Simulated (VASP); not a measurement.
Set up this calculation in VASP 6.6.1, as the native input.

```
Task                   : single point
Functional             : PBEsol
Potentials or basis    : VASP PAW PBE potentials, release 64 (W_sv, C)
Cutoff                 : 520 eV
k mesh                 : 18 × 18 × 14
Occupations            : fermi-dirac, width 0.15 eV
Spin                   : no spin polarisation
Dipole correction      : no
Further INCAR settings : ALGO = Normal; EDIFF = 1e-07; NBANDS = 16
```

The structure of WC lies in POSCAR:

```
WC
1.0
    2.8993973064      0.0000000000      0.0000000000
   -1.4496986532      2.5109517230      0.0000000000
    0.0000000000      0.0000000000      2.8265238297
W C
1 1
Direct
    0.0000000000      0.0000000000      0.0000000000
    0.6666666667      0.3333333333      0.5000000000
```

The input as run:

INCAR

```
PREC     = Accurate       # precision mode
ENCUT    = 520            # plane-wave cutoff, eV
EDIFF    = 1E-7           # SCF threshold, eV
ISMEAR   = -1             # smearing method
SIGMA    = 0.15           # smearing width, eV
LREAL    = F              # projectors in reciprocal space
LASPH    = T              # aspherical terms in the spheres
NELM     = 100            # most SCF steps
ALGO     = Normal         # electronic algorithm
ISIF     = 2              # what is computed and relaxed
LWAVE    = F              # write WAVECAR
LCHARG   = F              # write CHGCAR
GGA      = PS             # functional
NBANDS   = 16             # bands
```

KPOINTS

```
Automatic mesh
0
Gamma
  18 18 14
```

Potentials or basis: VASP PAW PBE potentials, release 64 (W_sv, C).

Launch:

```sh
$ cat potpaw_PBE.64/W_sv/POTCAR potpaw_PBE.64/C/POTCAR > POTCAR
$ mpirun -np 1 vasp_std > vasp.out
```

It gave:

- Pressure: 1.3 GPa
- Band gap on the k mesh: zero (bands 9 and 10 overlap by 1.23 eV)

Caveat: the PAW data sets were made with another functional, which shifts forces and pressure a little; spin-orbit coupling is left out, which moves the levels of the heavy elements.

It took 28 s on 1 thread of Intel(R) Xeon(R) 6975P-C (Granite Rapids), with other jobs on the host, peak memory 0.21 GiB.
